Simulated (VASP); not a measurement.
# SrVO3 (Pm-3m) in VASP: notebook

SrVO3 is run at these levels: r2SCAN; tasks: single point.

All numbers are computed with VASP 6.6.1; they aren't measurements. Logs are shortened: lines on timing, memory, paths and dates and some standing lists are left out, and cuts for length are marked.

**1. The cell of the first run**

Symmetry: Pm-3m, No. 221, cubic system. The conventional cell has a = 3.841 Å, b = 3.841 Å, c = 3.841 Å, α = 90.00°, β = 90.00°, γ = 90.00°. Within 2.5 Å of V (site symmetry m-3m) lie 6 O at 1.92 Å. O (site symmetry 4/mmm) has 2 V at 1.92 Å within 2.5 Å. Sr (site symmetry m-3m) has 12 O at 2.72 Å and 8 V at 3.33 Å within 3.6 Å.

**2. Single point, r2SCAN**

POSCAR reads:

```
SrVO3
1.0
    3.8413954800      0.0000000000      0.0000000000
    0.0000000000      3.8413954800      0.0000000000
    0.0000000000      0.0000000000      3.8413954800
V O Sr
1 3 1
Direct
    0.0000000000      0.0000000000      0.0000000000
    0.5000000000      0.0000000000      0.0000000000
    0.0000000000      0.5000000000      0.0000000000
    0.0000000000      0.0000000000      0.5000000000
    0.5000000000      0.5000000000      0.5000000000
```

INCAR.step1 reads:

```
  ALGO = Normal
  EDIFF = 1E-4
  ENCUT = 520
  GGA = PE
  ISMEAR = -1
  LASPH = T
  LCHARG = F
  LREAL = F
  LWAVE = T
  NBANDS = 28
  NELM = 100
  PREC = Accurate
  SIGMA = 0.1
```

INCAR.step2 reads:

```
  ALGO = Normal
  EDIFF = 1E-7
  ENCUT = 520
  ISIF = 2
  ISMEAR = -1
  ISTART = 1
  LASPH = T
  LCHARG = F
  LMIXTAU = T
  LREAL = F
  LWAVE = F
  METAGGA = R2SCAN
  NBANDS = 28
  NELM = 100
  PREC = Accurate
  SIGMA = 0.1
```

KPOINTS reads:

```
k-points
0
Gamma
  6 6 6
```

Potentials or basis: VASP PAW PBE potentials, release 64 (V_sv, O, Sr_sv).

On the command line:

```sh
cat potpaw_PBE.64/V_sv/POTCAR potpaw_PBE.64/O/POTCAR potpaw_PBE.64/Sr_sv/POTCAR > POTCAR
cp INCAR.step1 INCAR
mpirun -np 1 vasp_std > vasp.out
cp INCAR.step2 INCAR
mpirun -np 1 vasp_std > vasp.out
```

OUTCAR:

```text
EDIFF = 1E-7
   ENCUT = 520
   ISIF = 2
   ISMEAR = -1
   ISTART = 1
   LASPH = T
   LREAL = F
   METAGGA = R2SCAN
   NELM = 100
   PREC = Accurate

 ion  position               nearest neighbor table
   1  0.000  0.000  0.000-   2 1.92   3 1.92   4 1.92   4 1.92   3 1.92   2 1.92   5 3.33   5 3.33
                             5 3.33   5 3.33   5 3.33   5 3.33   5 3.33   5 3.33
   2  0.500  0.000  0.000-   1 1.92   1 1.92   5 2.72   5 2.72   5 2.72   5 2.72
   3  0.000  0.500  0.000-   1 1.92   1 1.92   5 2.72   5 2.72   5 2.72   5 2.72
   4  0.000  0.000  0.500-   1 1.92   1 1.92   5 2.72   5 2.72   5 2.72   5 2.72
   5  0.500  0.500  0.500-   2 2.72   3 2.72   4 2.72   2 2.72   3 2.72   2 2.72   4 2.72   2 2.72
                             3 2.72   4 2.72   3 2.72   4 2.72   1 3.33   1 3.33   1 3.33   1 3.33

  LATTYP: Found a simple cubic cell.
 ALAT       =     3.8413954800

  Lattice vectors:

 A1 = (   3.8413954800,   0.0000000000,   0.0000000000)
 A2 = (   0.0000000000,   3.8413954800,   0.0000000000)
 A3 = (   0.0000000000,   0.0000000000,   3.8413954800)

Analysis of symmetry for initial positions (statically):
=====================================================================
 Subroutine PRICEL returns:
 Original cell was already a primitive cell.

 Routine SETGRP: Setting up the symmetry group for a
 simple cubic supercell.

 Subroutine GETGRP returns: Found 48 space group operations
 (whereof 48 operations were pure point group operations)
 out of a pool of 48 trial point group operations.

The static configuration has the point symmetry O_h .

Analysis of symmetry for dynamics (positions and initial velocities):
=====================================================================
 Subroutine PRICEL returns:
 Original cell was already a primitive cell.

 Routine SETGRP: Setting up the symmetry group for a
 simple cubic supercell.

 Subroutine GETGRP returns: Found 48 space group operations
 (whereof 48 operations were pure point group operations)
 out of a pool of 48 trial point group operations.

The dynamic configuration has the point symmetry O_h .

 Subroutine INISYM returns: Found 48 space group operations
 (whereof 48 operations are pure point group operations),
 and found     1 'primitive' translations

----------------------------------------------------------------------------------------

                                     Primitive cell

  volume of cell :      56.6849

  direct lattice vectors                    reciprocal lattice vectors
     3.841395480  0.000000000  0.000000000     0.260322064  0.000000000  0.000000000
     0.000000000  3.841395480  0.000000000     0.000000000  0.260322064  0.000000000
     0.000000000  0.000000000  3.841395480     0.000000000  0.000000000  0.260322064

  length of vectors
     3.841395480  3.841395480  3.841395480     0.260322064  0.260322064  0.260322064

  position of ions in fractional coordinates (direct lattice)
     0.000000000  0.000000000  0.000000000
     0.500000000  0.000000000  0.000000000
     0.000000000  0.500000000  0.000000000
     0.000000000  0.000000000  0.500000000
     0.500000000  0.500000000  0.500000000

  ion indices of the primitive-cell ions
   primitive index   ion index
                 1           1
                 2           2
                 3           3
                 4           4
                 5           5

----------------------------------------------------------------------------------------

 KPOINTS: k-points

Automatic generation of k-mesh.
 Grid dimensions read from file:
 generate k-points for:    6    6    6

 Generating k-lattice:

  Cartesian coordinates                     Fractional coordinates (reciprocal lattice)
     0.043387011  0.000000000  0.000000000     0.166666667  0.000000000  0.000000000
     0.000000000  0.043387011  0.000000000     0.000000000  0.166666667  0.000000000
     0.000000000  0.000000000  0.043387011     0.000000000  0.000000000  0.166666667

  Length of vectors
     0.043387011  0.043387011  0.043387011

  Shift w.r.t. Gamma in fractional coordinates (k-lattice)
     0.000000000  0.000000000  0.000000000

 Subroutine IBZKPT returns following result:
 ===========================================

 Found     20 irreducible k-points:

 Following reciprocal coordinates:
            Coordinates               Weight
  0.000000  0.000000  0.000000      1.000000
  0.166667  0.000000  0.000000      6.000000
  0.333333  0.000000  0.000000      6.000000
  0.500000  0.000000  0.000000      3.000000
  0.166667  0.166667  0.000000     12.000000
  0.333333  0.166667  0.000000     24.000000
[... 12 lines left out ...]
  0.500000  0.500000  0.333333      6.000000
  0.500000  0.500000  0.500000      1.000000
   k-points           NKPTS =     20   k-points in BZ     NKDIM =     20   number of bands    NBANDS=     28
   number of dos      NEDOS =    301   number of ions     NIONS =      5
   total plane-waves  NPLWV =  27000
   dimension x,y,z NGX =    30 NGY =   30 NGZ =   30
   dimension x,y,z NGXF=    60 NGYF=   60 NGZF=   60
   ions per type =               1   3   1
   NGX,Y,Z   is equivalent  to a cutoff of  12.98, 12.98, 12.98 a.u.
   NGXF,Y,Z  is equivalent  to a cutoff of  25.97, 25.97, 25.97 a.u.
 SYSTEM =  unknown system
   PREC   = accura    normal or accurate (medium, high low for compatibility)
   ISTART =      1    job   : 0-new  1-cont  2-samecut
   ICHARG =      0    charge: 1-file 2-atom 10-const
   ISPIN  =      1    spin polarized calculation?
   LNONCOLLINEAR =      F non collinear calculations
   LSORBIT =      F    spin-orbit coupling
   LASPH  =      T    aspherical Exc in radial PAW
   ENCUT  =  520.0 eV  38.22 Ry    6.18 a.u.   7.14  7.14  7.14*2*pi/ulx,y,z
   NELM   =    100;   NELMIN=  2; NELMDL=  0     # of ELM steps
   EDIFF  = 0.1E-06   stopping-criterion for ELM
   LREAL  =      F    real-space projection
   EDIFFG = 0.1E-05   stopping-criterion for IOM
   NSW    =      0    number of steps for IOM
   IBRION =     -1    ionic relax: 0-MD 1-quasi-New 2-CG
   NFREE  =      0    steps in history (QN), initial steepest desc. (CG)
   ISIF   =      2    stress and relaxation
   ISYM   =      2    0-nonsym 1-usesym 2-fastsym
   POTIM  = 0.5000    time-step for ionic-motion
   TEBEG  =    0.0;   TEEND  =   0.0 temperature during run
   PSTRESS=    0.0 pullay stress
   NELECT =      41.0000    total number of electrons
   NUPDOWN=      -1.0000    fix difference up-down
   EMIN   =  10.00;   EMAX   =-10.00  energy-range for DOS
   EFERMI =   0.00;   METHOD = LEGACY
   ISMEAR =    -1;   SIGMA  =   0.10  broadening in eV -4-tet -1-fermi 0-gaus
   EFERMI_NEDOS =   21; number of points for ismear=-14 and -15
   IALGO  =     38    algorithm
   IMIX   =      4    mixing-type and parameters
     AMIX     =   0.40;   BMIX     =  1.00
     AMIX_MAG =   1.60;   BMIX_MAG =  1.00
  volume/ion in A,a.u.               =      11.34        76.51
  Fermi-wavevector in a.u.,A,eV,Ry     =   1.469537  2.777022 29.382299  2.159538
  Thomas-Fermi vector in A             =   2.584902
   LORBIT       =      0    0 simple, 1 ext, 2 COOP (PROOUT), +10 PAW based schemes
   METAGGA = R2SCAN    functional components
   LHFCALC =     F    Hartree Fock is set to
   AEXX    =    0.0000 exact exchange contribution
   IVDW    =     0    specifies the selected vdW correction
   LEPSILON=     F    determine dielectric tensor
   LRPA    =     F    only Hartree local field effects (RPA)
 non-spin polarized calculation
  energy-cutoff  :      520.00
  volume of cell :       56.68
 maximum number of plane-waves:      1568
 NGX is ok and might be reduce to    30
   NGX = 15   NGY = 15   NGZ = 15

 number of electron      41.0000017 magnetization

 Free energy of the ion-electron system (eV)
  ---------------------------------------------------
  ext. energy  EPLUGINS =         0.00000000
  ---------------------------------------------------
  free energy    TOTEN  =       -62.37561505 eV

  energy without entropy =      -62.31349667  energy(sigma->0) =      -62.34455586

 E-fermi :   6.1768     XC(G=0): -12.2702

 val. band max:        6.1523147291   @ k =   0.1667   0.1667   0.1667
 cond. band min:       6.1924705271   @ k =   0.1667   0.1667   0.0000
 fundamental gap:      0.0401557981
 Fermi energy:         6.1768151244

 k-point     1 :       0.0000    0.0000    0.0000
  band No.  band energies     occupation
      1     -62.3930      2.00000
      2     -35.0905      2.00000
      3     -35.0905      2.00000
      4     -35.0905      2.00000
      5     -29.6668      2.00000
      6     -14.7962      2.00000
[... 20 lines left out ...]
     27      10.1068      0.00000
     28      11.6081      0.00000

 k-point     2 :       0.1667    0.0000    0.0000
  band No.  band energies     occupation
      1     -62.3928      2.00000
      2     -35.1004      2.00000
      3     -35.0901      2.00000
      4     -35.0901      2.00000
      5     -29.6587      2.00000
      6     -14.7923      2.00000
[... 20 lines left out ...]
     27      10.6032      0.00000
     28      12.2570      0.00000

 k-point     3 :       0.3333    0.0000    0.0000
  band No.  band energies     occupation
      1     -62.3924      2.00000
      2     -35.1201      2.00000
      3     -35.0893      2.00000
      4     -35.0893      2.00000
      5     -29.6424      2.00000
      6     -14.8591      2.00000
[... 20 lines left out ...]
     27      11.7182      0.00000
     28      13.0191      0.00000

 k-point     4 :       0.5000    0.0000    0.0000
  band No.  band energies     occupation
      1     -62.3922      2.00000
      2     -35.1299      2.00000
      3     -35.0889      2.00000
      4     -35.0889      2.00000
      5     -29.6343      2.00000
      6     -14.9184      2.00000
[... 20 lines left out ...]
     27      12.4033      0.00000
     28      12.9683      0.00000

 k-point     5 :       0.1667    0.1667    0.0000
  band No.  band energies     occupation
      1     -62.3926      2.00000
      2     -35.1001      2.00000
      3     -35.0997      2.00000
      4     -35.0897      2.00000
      5     -29.6512      2.00000
      6     -14.7491      2.00000
[... 20 lines left out ...]
     27      11.0673      0.00000
     28      12.6178      0.00000

 k-point     6 :       0.3333    0.1667    0.0000
  band No.  band energies     occupation
      1     -62.3922      2.00000
      2     -35.1195      2.00000
      3     -35.0990      2.00000
      4     -35.0889      2.00000
      5     -29.6361      2.00000
      6     -14.7374      2.00000
[... 339 lines left out ...]
      5     -29.6059      2.00000
      6     -14.0729      2.00000
[... 20 lines left out ...]
     27      12.7701      0.00000
     28      12.7701      0.00000

 k-point    18 :       0.5000    0.3333    0.3333
  band No.  band energies     occupation
      1     -62.3910      2.00000
      2     -35.1263      2.00000
      3     -35.1163      2.00000
      4     -35.1162      2.00000
      5     -29.6000      2.00000
      6     -13.9002      2.00000
[... 20 lines left out ...]
     27      12.6719      0.00000
     28      12.6833      0.00000

 k-point    19 :       0.5000    0.5000    0.3333
  band No.  band energies     occupation
      1     -62.3908      2.00000
      2     -35.1257      2.00000
      3     -35.1257      2.00000
      4     -35.1158      2.00000
      5     -29.5943      2.00000
      6     -13.5972      2.00000
[... 20 lines left out ...]
     27      12.4485      0.00000
     28      12.4485      0.00000

 k-point    20 :       0.5000    0.5000    0.5000
  band No.  band energies     occupation
      1     -62.3906      2.00000
      2     -35.1253      2.00000
      3     -35.1253      2.00000
      4     -35.1253      2.00000
      5     -29.5886      2.00000
      6     -13.4329      2.00000
[... 20 lines left out ...]
     27      11.8987      0.00000
     28      11.8987      0.00000

------------------------ aborting loop because EDIFF is reached ----------------------------------------

  FORCE on cell =-STRESS in cart. coord.  units (eV):
  Direction    XX          YY          ZZ          XY          YZ          ZX
  --------------------------------------------------------------------------------------
  -------------------------------------------------------------------------------------
  Total       -0.3609410     -0.3609410     -0.3609410      0.0000000     -0.0000000      0.0000000
  in kB      -10.2018698    -10.2018698    -10.2018698      0.0000000     -0.0000000      0.0000000
  external PRESSURE =     -10.2018698 kB  Pullay stress =       0.0000000 kB

 VOLUME and BASIS-vectors are now :
 -----------------------------------------------------------------------------
  energy-cutoff  :      520.00
  volume of cell :       56.68
      direct lattice vectors                 reciprocal lattice vectors
     3.841395480  0.000000000  0.000000000     0.260322064  0.000000000  0.000000000
     0.000000000  3.841395480  0.000000000     0.000000000  0.260322064  0.000000000
     0.000000000  0.000000000  3.841395480     0.000000000  0.000000000  0.260322064

 POSITION                                       TOTAL-FORCE (eV/Angst)
 -----------------------------------------------------------------------------------
      0.00000      0.00000      0.00000         0.000000      0.000000      0.000000
      1.92070      0.00000      0.00000         0.000000      0.000000      0.000000
      0.00000      1.92070      0.00000         0.000000      0.000000      0.000000
      0.00000      0.00000      1.92070         0.000000      0.000000      0.000000
      1.92070      1.92070      1.92070         0.000000      0.000000      0.000000
 -----------------------------------------------------------------------------------
    total drift:                                0.000000     -0.000000      0.000000

  FREE ENERGIE OF THE ION-ELECTRON SYSTEM (eV)
  ---------------------------------------------------
  free  energy   TOTEN  =       -62.3756150458 eV

  energy  without entropy=      -62.3134966742  energy(sigma->0) =      -62.34455586
```

Run time: 90 s. Hardware: 1 thread of Oxide Virtual Turin-like, shared host; peak memory 0.16 GiB.

What came out:

```
Free energy            : -62.3756 eV
Pressure               : -1.0 GPa
Band gap on the k mesh : zero (an odd number of electrons rules out a gap without spin polarisation)
```

Levels at points of the mesh, in eV from the Fermi level:
```tsv
k point	band 18	band 19	band 20	band 21	band 22	band 23
(0.00, 0.00, 0.00)	-2.64	-2.64	-2.64	-0.87	-0.87	-0.87
(0.50, 0.00, 0.00)	-4.34	-3.09	-3.09	-0.75	1.03	1.03
(0.50, 0.50, 0.00)	-3.87	-3.87	-2.33	1.01	1.01	1.40
(0.50, 0.50, 0.50)	-2.23	-2.23	-2.23	1.62	1.62	1.62
```

Caveat: the PAW data sets were made with another functional, which shifts forces and pressure a little; an odd number of electrons without spin polarisation forces a metal; a magnetic or distorted state may lie lower; the run has no spin polarisation, though such a crystal can be magnetic; semilocal functionals often make such compounds metallic where correlation or magnetic order opens a gap, which also shifts bond lengths.

**3. Single point, r2SCAN, collinear spin, ferromagnetic start**

POSCAR is that of step 2.

INCAR.step1 reads:

```
SYSTEM = SrVO3
PREC = Accurate ; ENCUT = 520
ISMEAR = -1 ; SIGMA = 0.1
LREAL = .FALSE. ; LASPH = .TRUE.
NELM = 150 ; ISPIN = 2
MAGMOM = 2 0 0 0 0 ; LMAXMIX = 4
NBANDS = 32 ; GGA = PE
ALGO = Normal ; EDIFF = 1E-4
LWAVE = .TRUE. ; LCHARG = .FALSE.
```

INCAR.step2 reads:

```
SYSTEM = SrVO3
PREC = Accurate ; ENCUT = 520
EDIFF = 1E-6 ; ISMEAR = -1
SIGMA = 0.1 ; LREAL = .FALSE.
LASPH = .TRUE. ; NELM = 150
ALGO = Normal ; ISIF = 2
LWAVE = .FALSE. ; LCHARG = .FALSE.
ISPIN = 2 ; MAGMOM = 2 0 0 0 0
LORBIT = 11 ; LMAXMIX = 4
METAGGA = R2SCAN ; LMIXTAU = .TRUE.
NBANDS = 32 ; ISTART = 1
```

KPOINTS reads:

```
regular mesh
0
G
  6 6 6
  0 0 0
```

Potentials or basis: VASP PAW PBE potentials, release 64 (V_sv, O, Sr_sv).

On the command line:

```sh
cat potpaw_PBE.64/V_sv/POTCAR potpaw_PBE.64/O/POTCAR potpaw_PBE.64/Sr_sv/POTCAR > POTCAR
cp INCAR.step1 INCAR
mpirun -np 1 vasp_std > vasp.out
cp INCAR.step2 INCAR
mpirun -np 1 vasp_std > vasp.out
```

It took 4 min on 1 thread of Oxide Virtual Turin-like, shared host; peak memory 0.2 GiB.

The run converged. Its results:

| Property | Result |
| --- | --- |
| Free energy | -62.4324 eV |
| Pressure | 0.7 GPa |
| Net moment | 0.94 μB per cell |
| Site moments | V +0.95; O -0.03; Sr +0.00 μB |
| Valence electrons inside the program's atomic spheres | V 11.51; O 5.09; Sr 8.09 |

Levels at points of the mesh, in eV from the Fermi level:
Spin up:
```csv
k point,band 18,band 19,band 20,band 21,band 22,band 23
"(0.00, 0.00, 0.00)",-2.52,-2.52,-2.52,-1.54,-1.54,-1.54
"(0.50, 0.00, 0.00)",-4.23,-2.98,-2.98,-1.44,0.48,0.48
"(0.50, 0.50, 0.00)",-3.77,-3.77,-2.21,0.44,0.44,0.77
"(0.50, 0.50, 0.50)",-2.11,-2.11,-2.11,1.01,1.01,1.01
```
Spin down:
| k point | band 16 | band 17 | band 18 | band 19 | band 20 | band 21 | band 22 | band 23 | band 24 | band 25 |
| --- | --- | --- | --- | --- | --- | --- | --- | --- | --- | --- |
| (0.00, 0.00, 0.00) | -3.43 | -3.43 | -2.57 | -2.57 | -2.57 | -0.01 | -0.01 | -0.01 | 1.75 | 1.75 |
| (0.50, 0.00, 0.00) | -4.57 | -4.57 | -4.27 | -3.03 | -3.03 | 0.13 | 1.76 | 1.82 | 1.82 | 4.13 |
| (0.50, 0.50, 0.00) | -5.12 | -4.28 | -3.79 | -3.79 | -2.26 | 1.82 | 1.82 | 2.25 | 2.82 | 6.03 |
| (0.50, 0.50, 0.50) | -5.99 | -5.99 | -2.16 | -2.16 | -2.16 | 2.46 | 2.46 | 2.46 | 5.82 | 5.82 |

Caveat: the PAW data sets were made with another functional, which shifts forces and pressure a little; semilocal functionals often make such compounds metallic where correlation or magnetic order opens a gap, which also shifts bond lengths.

The gap in the log of VASP goes by the Fermi energy; the results here count the filled bands.